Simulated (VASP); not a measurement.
A run of VASP 6.6.1:

File INCAR:

```
SYSTEM = Mn
PREC = Accurate ; ENCUT = 400
EDIFF = 1E-6 ; ISMEAR = -1
SIGMA = 0.01 ; LREAL = .FALSE.
LASPH = .TRUE. ; NELM = 200
ALGO = Normal ; ISIF = 2
LWAVE = .FALSE. ; LCHARG = .TRUE.
ISPIN = 2 ; MAGMOM = 5
LORBIT = 11 ; LMAXMIX = 4
LELF = .TRUE. ; LVHAR = .TRUE.
NBANDS = 16 ; ISYM = 0
GGA_COMPAT = .FALSE.
```

File KPOINTS:

```
Automatic mesh
0
G
  1 1 1
  0 0 0
```

The input POSCAR:

```
Mn
1.0
   14.0000000000      0.0000000000      0.0000000000
    0.0000000000     14.4000000000      0.0000000000
    0.0000000000      0.0000000000     14.8000000000
Mn
1
Direct
    0.5000000000      0.5000000000      0.5000000000
```

Potentials or basis: VASP PAW LDA potentials, release 64 (Mn_pv).

Run with:

```sh
$ cat potpaw_LDA.64/Mn_pv/POTCAR > POTCAR
$ mpirun -np 1 vasp_gam > vasp.out
```

Hardware: 1 thread of Intel(R) Xeon(R) Platinum 8259CL CPU @ 2.50GHz (Skylake/Cascade Lake) (shared host).

Task: How long does it take, and how much memory?

Result: It took 3.8 min on 1 thread of Intel(R) Xeon(R) Platinum 8259CL CPU @ 2.50GHz (Skylake/Cascade Lake) (shared host), peak memory 1.1 GiB. Counts: scf iterations 23, k points 1.
